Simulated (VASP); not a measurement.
# KBr (Fm-3m) in VASP: further runs

Aim: see how the results for KBr move with the level of theory and the settings. Levels: HSE06, PBE, r2SCAN. Tasks: relaxation of cell and atoms, single point.

All numbers are computed with VASP 6.6.1; they aren't measurements. Logs are shortened: lines on timing, memory, paths and dates and some standing lists are left out, and cuts for length are marked.

## (1) The cell of the first run

Symmetry: Fm-3m, No. 225, cubic system. Conventional cell: a = 6.604 Å, b = 6.604 Å, c = 6.604 Å, α = 90.00°, β = 90.00°, γ = 90.00°. Within 4.3 Å of K (site symmetry m-3m) lie 6 Br at 3.30 Å. Within 4.3 Å of Br (site symmetry m-3m) lie 6 K at 3.30 Å.

## (2) Relaxation of cell and atoms, HSE06

The input, POSCAR:

```
KBr
1.0
    0.0000000000      3.3022478291      3.3022478291
    3.3022478291      0.0000000000      3.3022478291
    3.3022478291      3.3022478291      0.0000000000
K Br
1 1
Direct
    0.0000000000      0.0000000000      0.0000000000
    0.5000000000      0.5000000000      0.5000000000
```

The input, INCAR.step1:

```
PREC = Accurate ; ENCUT = 600
EDIFF = 1E-5 ; ISMEAR = -1
SIGMA = 0.02 ; LREAL = False
LASPH = True ; NELM = 60
ALGO = Normal ; LWAVE = True
LCHARG = False ; GGA = PE
NBANDS = 15
```

The input, INCAR.step2:

```
PREC = Accurate ; ENCUT = 600
EDIFF = 1E-7 ; ISMEAR = -1
SIGMA = 0.02 ; LREAL = False
LASPH = True ; NELM = 60
ALGO = Normal ; ISIF = 3
LWAVE = False ; LCHARG = False
GGA = PE ; LHFCALC = True
HFSCREEN = 0.2079 ; PRECFOCK = Normal
IBRION = 2 ; NSW = 80
EDIFFG = -0.005 ; ISTART = 1
```

The input, KPOINTS:

```
Automatic mesh
0
Gamma
  4 4 4
```

Potentials or basis: VASP PAW PBE potentials, release 64 (K_sv, Br).

Launch:

```sh
cat potpaw_PBE.64/K_sv/POTCAR potpaw_PBE.64/Br/POTCAR > POTCAR
cp INCAR.step1 INCAR
mpirun -np 1 vasp_std > vasp.out
cp INCAR.step2 INCAR
mpirun -np 1 vasp_std > vasp.out
```

OUTCAR:

```text
PREC = Accurate
   ENCUT = 600
   EDIFF = 1E-7
   ISMEAR = -1
   LREAL = False
   LASPH = True
   NELM = 60
   ISIF = 3
   GGA = PE
   LHFCALC = True
   HFSCREEN = 0.2079
   PRECFOCK = Normal
   IBRION = 2
   NSW = 80
   EDIFFG = -0.005
   ISTART = 1

 ion  position               nearest neighbor table
   1  0.000  0.000  0.000-   2 3.30   2 3.30   2 3.30   2 3.30   2 3.30   2 3.30
   2  0.500  0.500  0.500-   1 3.30   1 3.30   1 3.30   1 3.30   1 3.30   1 3.30

  LATTYP: Found a face centered cubic cell.
 ALAT       =     6.6044956582

  Lattice vectors:

 A1 = (   0.0000000000,   3.3022478291,   3.3022478291)
 A2 = (   3.3022478291,   0.0000000000,   3.3022478291)
 A3 = (   3.3022478291,   3.3022478291,   0.0000000000)

Analysis of symmetry for initial positions (statically):
=====================================================================
 Subroutine PRICEL returns:
 Original cell was already a primitive cell.

 Routine SETGRP: Setting up the symmetry group for a
 face centered cubic supercell.

 Subroutine GETGRP returns: Found 48 space group operations
 (whereof 48 operations were pure point group operations)
 out of a pool of 48 trial point group operations.

The static configuration has the point symmetry O_h .

Analysis of symmetry for dynamics (positions and initial velocities):
=====================================================================
 Subroutine PRICEL returns:
 Original cell was already a primitive cell.

 Routine SETGRP: Setting up the symmetry group for a
 face centered cubic supercell.

 Subroutine GETGRP returns: Found 48 space group operations
 (whereof 48 operations were pure point group operations)
 out of a pool of 48 trial point group operations.

The dynamic configuration has the point symmetry O_h .

 Subroutine INISYM returns: Found 48 space group operations
 (whereof 48 operations are pure point group operations),
 and found     1 'primitive' translations

----------------------------------------------------------------------------------------

                                     Primitive cell

  volume of cell :      72.0210

  direct lattice vectors                    reciprocal lattice vectors
     0.000000000  3.302247829  3.302247829    -0.151412016  0.151412016  0.151412016
     3.302247829  0.000000000  3.302247829     0.151412016 -0.151412016  0.151412016
     3.302247829  3.302247829  0.000000000     0.151412016  0.151412016 -0.151412016

  length of vectors
     4.670083666  4.670083666  4.670083666     0.262253304  0.262253304  0.262253304

  position of ions in fractional coordinates (direct lattice)
     0.000000000  0.000000000  0.000000000
     0.500000000  0.500000000  0.500000000

  ion indices of the primitive-cell ions
   primitive index   ion index
                 1           1
                 2           2

----------------------------------------------------------------------------------------

 KPOINTS: Automatic mesh

Automatic generation of k-mesh.
 Grid dimensions read from file:
 generate k-points for:    4    4    4

 Generating k-lattice:

  Cartesian coordinates                     Fractional coordinates (reciprocal lattice)
    -0.037853004  0.037853004  0.037853004     0.250000000  0.000000000  0.000000000
     0.037853004 -0.037853004  0.037853004     0.000000000  0.250000000  0.000000000
     0.037853004  0.037853004 -0.037853004     0.000000000  0.000000000  0.250000000

  Length of vectors
     0.065563326  0.065563326  0.065563326

  Shift w.r.t. Gamma in fractional coordinates (k-lattice)
     0.000000000  0.000000000  0.000000000

 Subroutine IBZKPT returns following result:
 ===========================================

 Found      8 irreducible k-points:

 Following reciprocal coordinates:
            Coordinates               Weight
  0.000000  0.000000  0.000000      1.000000
  0.250000  0.000000  0.000000      8.000000
  0.500000  0.000000  0.000000      4.000000
  0.250000  0.250000  0.000000      6.000000
  0.500000  0.250000  0.000000     24.000000
 -0.250000  0.250000  0.000000     12.000000
  0.500000  0.500000  0.000000      3.000000
 -0.250000  0.500000  0.250000      6.000000
   k-points           NKPTS =      8   k-points in BZ     NKDIM =     64   number of bands    NBANDS=     12
   number of dos      NEDOS =    301   number of ions     NIONS =      2
   total plane-waves  NPLWV =  64000
   dimension x,y,z NGX =    40 NGY =   40 NGZ =   40
   dimension x,y,z NGXF=    80 NGYF=   80 NGZF=   80
   ions per type =               1   1
   NGX,Y,Z   is equivalent  to a cutoff of  14.24, 14.24, 14.24 a.u.
   NGXF,Y,Z  is equivalent  to a cutoff of  28.48, 28.48, 28.48 a.u.
 SYSTEM =  unknown system
   PREC   = accura    normal or accurate (medium, high low for compatibility)
   ISTART =      1    job   : 0-new  1-cont  2-samecut
   ICHARG =      0    charge: 1-file 2-atom 10-const
   ISPIN  =      1    spin polarized calculation?
   LNONCOLLINEAR =      F non collinear calculations
   LSORBIT =      F    spin-orbit coupling
   LASPH  =      T    aspherical Exc in radial PAW
   ENCUT  =  600.0 eV  44.10 Ry    6.64 a.u.   9.33  9.33  9.33*2*pi/ulx,y,z
   NELM   =     60;   NELMIN=  2; NELMDL=  0     # of ELM steps
   EDIFF  = 0.1E-06   stopping-criterion for ELM
   LREAL  =      F    real-space projection
   EDIFFG = -.5E-02   stopping-criterion for IOM
   NSW    =     80    number of steps for IOM
   IBRION =      2    ionic relax: 0-MD 1-quasi-New 2-CG
   NFREE  =      1    steps in history (QN), initial steepest desc. (CG)
   ISIF   =      3    stress and relaxation
   ISYM   =      3    0-nonsym 1-usesym 2-fastsym
   POTIM  = 0.5000    time-step for ionic-motion
   TEBEG  =    0.0;   TEEND  =   0.0 temperature during run
   PSTRESS=    0.0 pullay stress
   NELECT =      16.0000    total number of electrons
   NUPDOWN=      -1.0000    fix difference up-down
   EMIN   =  10.00;   EMAX   =-10.00  energy-range for DOS
   EFERMI =   0.00;   METHOD = LEGACY
   ISMEAR =    -1;   SIGMA  =   0.02  broadening in eV -4-tet -1-fermi 0-gaus
   EFERMI_NEDOS =   21; number of points for ismear=-14 and -15
   IALGO  =     38    algorithm
   IMIX   =      1    mixing-type and parameters
     AMIX     =   0.40;   BMIX     =  1.00
     AMIX_MAG =   1.60;   BMIX_MAG =  1.00
  volume/ion in A,a.u.               =      36.01       243.01
  Fermi-wavevector in a.u.,A,eV,Ry     =   0.991506  1.873674 13.375661  0.983083
  Thomas-Fermi vector in A             =   2.123252
   LORBIT       =      0    0 simple, 1 ext, 2 COOP (PROOUT), +10 PAW based schemes
   GGA     = PE    functional components
   LHFCALC =     T    Hartree Fock is set to
   PRECFOCK=normal    Normal, Fast or Accurate (Low or Medium for compatibility)
   ENCUT4O =  -1.0   cutoff for four orbital integrals eV
   NKREDX  =     1    reduce k-point grid by
   NKREDY  =     1    reduce k-point grid by
   NKREDZ  =     1    reduce k-point grid by
   AEXX    =    0.2500 exact exchange contribution
   HFSCREEN=    0.2079 screening length (either q_TF or 0.3 A-1)
   HFSCREENC=   0.2079 screening length for correlation (either q_TF or 0.3 A-1)
   ENCUTFOCK=  -1.0 apply spherical cutoff to Coloumb kernel
   IVDW    =     0    specifies the selected vdW correction
   LEPSILON=     F    determine dielectric tensor
   LRPA    =     F    only Hartree local field effects (RPA)
 conjugate gradient relaxation of ions
 non-spin polarized calculation
  energy-cutoff  :      600.00
  volume of cell :       72.02
 maximum number of plane-waves:      2421
 NGX is ok and might be reduce to    40
  NGX = 28; NGY = 28; NGZ = 28

--------------------------------------- Ionic step        1  -------------------------------------------

 number of electron      16.0000000 magnetization

 Free energy of the ion-electron system (eV)
  ---------------------------------------------------
  ext. energy  EPLUGINS =         0.00000000
  ---------------------------------------------------
  free energy    TOTEN  =        -7.17007310 eV

  energy without entropy =       -7.17007310  energy(sigma->0) =       -7.17007310

------------------------ aborting loop because EDIFF is reached ----------------------------------------

  FORCE on cell =-STRESS in cart. coord.  units (eV):
  Direction    XX          YY          ZZ          XY          YZ          ZX
  --------------------------------------------------------------------------------------
  -------------------------------------------------------------------------------------
  Total        0.2087422      0.2087422      0.2087422     -0.0000000      0.0000000      0.0000000
  in kB        4.6436749      4.6436749      4.6436749     -0.0000000      0.0000000      0.0000000
  external PRESSURE =       4.6436749 kB  Pullay stress =       0.0000000 kB
[... 93 lines left out ...]
  energy  without entropy=       -7.1730793569  energy(sigma->0) =       -7.17307936

--------------------------------------- Ionic step        4  -------------------------------------------

 number of electron      15.9999999 magnetization

 Free energy of the ion-electron system (eV)
  ---------------------------------------------------
  ext. energy  EPLUGINS =         0.00000000
  ---------------------------------------------------
  free energy    TOTEN  =        -7.17310802 eV

  energy without entropy =       -7.17310802  energy(sigma->0) =       -7.17310802

 E-fermi :  -2.2484     XC(G=0):  -6.0806

 val. band max:       -2.7325374724   @ k =   0.0000   0.0000   0.0000
 cond. band min:       2.7757053724   @ k =   0.0000   0.0000   0.0000
 fundamental gap:      5.5082428448
 Fermi energy:        -2.2484456590

 k-point     1 :       0.0000    0.0000    0.0000
  band No.  band energies     occupation
      1     -32.7713      2.00000
      2     -16.0155      2.00000
      3     -14.8930      2.00000
      4     -14.8930      2.00000
      5     -14.8930      2.00000
      6      -2.7325      2.00000
      7      -2.7325      2.00000
      8      -2.7325      2.00000
      9       2.7757      0.00000
     10       6.2207      0.00000
     11       6.2207      0.00000
     12       6.2207      0.00000
[... 132 lines left out ...]
  FREE ENERGIE OF THE ION-ELECTRON SYSTEM (eV)
  ---------------------------------------------------
  free  energy   TOTEN  =        -7.1731080200 eV

  energy  without entropy=       -7.1731080200  energy(sigma->0) =       -7.17310802

 reached required accuracy - stopping structural energy minimisation
```

Run time: 21 min. Hardware: 1 thread of Intel Xeon 6975P-C (Granite Rapids), shared host; peak memory 0.36 GiB.

Results:

- Free energy: -7.1731 eV
- Relaxed volume: 37.10 Å³/atom
- Relaxed cell: a = 4.717 Å, b = 4.717 Å, c = 4.717 Å, α = 60.00°, β = 60.00°, γ = 60.00°
- Space group after relaxing (to 0.1 Å): Fm-3m (No. 225)
- Energy gained by relaxing: 1.5 meV/atom
- Ionic steps: 4
- Pressure after relaxing: 0.0 GPa
- Band gap on the k mesh: 5.51 eV

The path:
```
step  energy change (eV)  largest force (eV/Å)  pressure (GPa)  volume (Å³)
   1              0.0000                0.0000            0.46        72.02
   2             -0.0023                0.0000            0.22        73.11
   3             -0.0030                0.0000           -0.04        74.42
   4             -0.0030                0.0000            0.00        74.21
```

Final structure:
```cif
data_structure
_symmetry_space_group_name_H-M 'P 1'
_symmetry_Int_Tables_number 1
_cell_length_a 4.7168
_cell_length_b 4.7168
_cell_length_c 4.7168
_cell_angle_alpha 60.000
_cell_angle_beta 60.000
_cell_angle_gamma 60.000
_cell_volume 74.21
loop_
_atom_site_label
_atom_site_type_symbol
_atom_site_fract_x
_atom_site_fract_y
_atom_site_fract_z
_atom_site_occupancy
K1 K 0.00000 0.00000 0.00000 1
Br1 Br 0.50000 0.50000 0.50000 1
```

Caveat: the PAW data sets were made with another functional, which shifts forces and pressure a little.

## (3) Single point, PBE, non-collinear spin, zero start, spin-orbit coupling

The input, INCAR:

```
SYSTEM = KBr
  ALGO = Normal
  EDIFF = 1E-6
  ENCUT = 520
  GGA = PE
  GGA_COMPAT = .FALSE.
  ISIF = 2
  ISMEAR = 0
  LASPH = .TRUE.
  LCHARG = .FALSE.
  LNONCOLLINEAR = .TRUE.
  LORBIT = 11
  LORBMOM = .TRUE.
  LREAL = .FALSE.
  LSORBIT = .TRUE.
  LWAVE = .FALSE.
  MAGMOM = 0 0 0 0 0 0
  NBANDS = 28
  NELM = 150
  PREC = Accurate
  SIGMA = 0.01
```

The input, KPOINTS:

```
k-points
0
G
  6 6 6
  0 0 0
```

POSCAR is that of step 2.

Potentials or basis: VASP PAW PBE potentials, release 64 (K_sv, Br).

Launch:

```sh
cat potpaw_PBE.64/K_sv/POTCAR potpaw_PBE.64/Br/POTCAR > POTCAR
mpirun -np 1 vasp_ncl > vasp.out
```

Run time: 2 min. Hardware: 1 thread of Oxide Virtual Turin-like, shared host; peak memory 0.37 GiB.

Results (log left out):

- Free energy: -6.2452 eV
- Pressure: 0.7 GPa
- Net moment: 0.00 μB per cell
- Valence electrons inside the program's atomic spheres: K 7.56; Br 4.90

Moments on the atoms (μB; x, y, z):
```
K   0.00 0.00 0.00
Br  0.00 0.00 0.00
```

## (4) Relaxation of cell and atoms, r2SCAN

This run uses another cell than the first one, of 37.67 Å³/atom.

The input, POSCAR:

```
KBr
1.0
    0.0000000000      3.3523161527      3.3523161527
    3.3523161527      0.0000000000      3.3523161527
    3.3523161527      3.3523161527      0.0000000000
K Br
1 1
Direct
    0.0000000000      0.0000000000      0.0000000000
    0.5000000000      0.5000000000      0.5000000000
```

The input, INCAR.step1:

```
SYSTEM = KBr
ALGO = Normal
EDIFF = 1E-4
ENCUT = 600
GGA = PE
ISMEAR = -1
LASPH = .TRUE.
LCHARG = .FALSE.
LREAL = .FALSE.
LWAVE = .TRUE.
NELM = 100
PREC = Accurate
SIGMA = 0.02
```

The input, INCAR.step2:

```
SYSTEM = KBr
ALGO = Normal
EDIFF = 1E-6
EDIFFG = -0.005
ENCUT = 600
IBRION = 2
ISIF = 3
ISMEAR = -1
ISTART = 1
LASPH = .TRUE.
LCHARG = .FALSE.
LMIXTAU = .TRUE.
LREAL = .FALSE.
LWAVE = .FALSE.
METAGGA = R2SCAN
NELM = 100
NSW = 80
PREC = Accurate
SIGMA = 0.02
```

KPOINTS is that of step 3.

Launch:

```sh
cat potpaw_PBE.64/K_sv/POTCAR potpaw_PBE.64/Br/POTCAR > POTCAR
cp INCAR.step1 INCAR
mpirun -np 1 vasp_std > vasp.out
cp INCAR.step2 INCAR
mpirun -np 1 vasp_std > vasp.out
```

Wall time 7.9 min (1 thread of Oxide Virtual Turin-like, shared host); peak memory 0.24 GiB.

It converged, with:

```
Free energy                           : -23.2499 eV
Relaxed volume                        : 36.10 Å³/atom
Relaxed cell                          : a = 4.674 Å, b = 4.674 Å, c = 4.674 Å, α = 60.00°, β = 60.00°, γ = 60.00°
Space group after relaxing (to 0.1 Å) : Fm-3m (No. 225)
Energy gained by relaxing             : 3.1 meV/atom
Ionic steps                           : 4
Pressure after relaxing               : 0.0 GPa
Band gap on the k mesh                : 5.07 eV
```

Step by step:
| step | energy change (eV) | largest force (eV/Å) | pressure (GPa) | volume (Å³) |
| --- | --- | --- | --- | --- |
| 1 | 0.0000 | 0.0000 | -0.61 | 75.35 |
| 2 | -0.0046 | 0.0000 | -0.33 | 73.79 |
| 3 | -0.0063 | 0.0000 | -0.03 | 72.31 |
| 4 | -0.0063 | 0.0000 | 0.01 | 72.20 |

Final structure:
```
CELL_PARAMETERS angstrom
0.00000 3.30491 3.30491
3.30491 0.00000 3.30491
3.30491 3.30491 0.00000
ATOMIC_POSITIONS crystal
K 0.00000 0.00000 0.00000
Br 0.50000 0.50000 0.50000
```

Levels at points of the mesh, in eV from the valence-band top:
```
           k point  band 6  band 7  band 8  band 9  band 10  band 11
(0.00, 0.00, 0.00)    0.00    0.00    0.00    5.07     8.24     8.24
(0.50, 0.00, 0.00)   -1.16   -0.32   -0.32    7.12     8.86    10.52
(0.50, 0.50, 0.00)   -0.82   -0.29   -0.29    6.36     8.01    10.11
```

Caveat: the PAW data sets were made with another functional, which shifts forces and pressure a little.

## (5) Overview

| task | level | spin | cell | k mesh | cutoff (eV) | smearing | grid for exact exchange (PRECFOCK) | share of exact exchange | screening parameter | gap on the mesh (eV) | pressure (GPa) | relaxed volume (Å³/atom) |
| --- | --- | --- | --- | --- | --- | --- | --- | --- | --- | --- | --- | --- |
| relaxation of cell and atoms | HSE06 | off | relaxed from a = 4.670 Å, angles 60.0°, 2 atoms | 4 × 4 × 4 | 600 | fermi-dirac 0.02 eV | Normal | 0.25 | 0.2079 1/Å | 5.51 | 0.0 | 37.10 |
| single point | PBE | non-collinear, zero start, SOC | a = 4.670 Å, angles 60.0°, 2 atoms | 6 × 6 × 6 | 520 | gaussian 0.01 eV | - | - | - | - | 0.7 | - |
| relaxation of cell and atoms | r2SCAN | off | relaxed from a = 4.741 Å, angles 60.0°, 2 atoms | 6 × 6 × 6 | 600 | fermi-dirac 0.02 eV | - | - | - | 5.07 | 0.0 | 36.10 |

Alike in all rows: potentials or basis VASP PAW PBE potentials, release 64 (K_sv, Br).

Caveats: the PAW data sets were made with another functional, which shifts forces and pressure a little (at least some runs).

Absolute energies hang on the potentials; compare differences alone.
